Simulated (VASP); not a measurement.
Si, 2 atoms in the cell. It takes space group I4_1/amd (No. 141, tetragonal). The conventional cell has a = 3.840 Å, b = 3.840 Å, c = 5.376 Å, α = 90.00°, β = 90.00°, γ = 90.00°. Si (site symmetry -4m2) has 4 Si at 2.34 Å within 3.1 Å.  This cell differs from its parent crystal: z stretched by -1 %, then relaxed in part.

* Program: VASP 6.6.1
* Task: single point
* Functional: PBE
* Potentials or basis: VASP PAW PBE potentials, release 64 (Si)
* Cutoff: 500 eV
* k mesh: 14 × 14 × 14
* Occupations: fermi-dirac, width 0.02 eV
* Spin: no spin polarisation
* Dipole correction: no
* Further INCAR settings: ALGO = Normal; EDIFF = 1e-06; NBANDS = 11

Potentials or basis: VASP PAW PBE potentials, release 64 (Si).

The run is started by

```bash
$ cat potpaw_PBE.64/Si/POTCAR > POTCAR
$ mpirun -np 1 vasp_std > vasp.out
```

Hardware: 1 thread of Intel(R) Xeon(R) 6975P-C (Granite Rapids) (shared host).

**Question.** Estimate the wall time of this run.

**Answer.** It took 35 s on 1 thread of Intel(R) Xeon(R) 6975P-C (Granite Rapids) (shared host), peak memory 0.2 GiB. Counts: scf iterations 11, k points 244.
